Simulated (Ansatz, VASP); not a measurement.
**One calculation of Yb, two programs**

The input INCAR:

```
PREC     = Accurate       # precision mode
ENCUT    = 520            # plane-wave cutoff, eV
EDIFF    = 1E-7           # SCF threshold, eV
ISMEAR   = -1             # smearing method
SIGMA    = 0.1            # smearing width, eV
LREAL    = False          # projectors in reciprocal space
LASPH    = True           # aspherical terms in the spheres
NELM     = 100            # most SCF steps
ALGO     = Normal         # electronic algorithm
ISIF     = 2              # what is computed and relaxed
LWAVE    = False          # write WAVECAR
LCHARG   = False          # write CHGCAR
GGA      = PE             # functional
NBANDS   = 31             # bands
```

The input KPOINTS:

```
regular mesh
0
Gamma
  16 16 9
```

POSCAR

```
Yb
1.0
    3.7323804442      0.0000000000      0.0000000000
   -1.8661902221      3.2323362813      0.0000000000
    0.0000000000      0.0000000000      6.1260416142
Yb
2
Direct
    0.3333333333      0.6666666667      0.2500000000
    0.6666666667      0.3333333333      0.7500000000
```

Input for Ansatz:

```yaml
crystal:
  lattice:
    - [3.7323804442, 0.0, 0.0]
    - [-1.8661902221, 3.2323362813, 0.0]
    - [0.0, 0.0, 6.1260416142]
  atoms:
    - { symbol: Yb, position: [0.3333333333, 0.6666666667, 0.25] }
    - { symbol: Yb, position: [0.6666666667, 0.3333333333, 0.75] }
hamiltonian:
  xc: pbe
  pseudopotentials:
    kind: paw
    azcp:
      Yb: "pseudopotentials/Yb.paw.azcp"
basis:
  ecutwfc: 420
  fft_grid_basis: typed
kpoints:
  mp_grid: { grid: [16, 16, 9], shift: [0, 0, 0] }
magnetization:
  spin_polarized: false
scf:
  occupations: { method: fermi_dirac, width: 0.1 }
output:
  stress: true
```

Alike in both runs: task single point; functional PBE; k mesh 16 × 16 × 9; occupations fermi-dirac, width 0.1 eV; no spin polarisation.

|  | VASP | Ansatz |
| --- | --- | --- |
| version | VASP 6.6.1 | Ansatz 0.2.0 |
| potentials or method | VASP PAW PBE potentials, release 64 (Yb), cutoff 520 eV | plane waves (420 eV) with PAW, scalar-relativistic |
| valence electrons in the cell | 48 | 48 |

|  | VASP | Ansatz | Ansatz less VASP |
| --- | --- | --- | --- |
| pressure (GPa) | -1.0 | -0.7 | +0.34 |

With one functional, cell and mesh, what is left measures potentials, basis and numerics.

Spin-orbit coupling is off throughout.
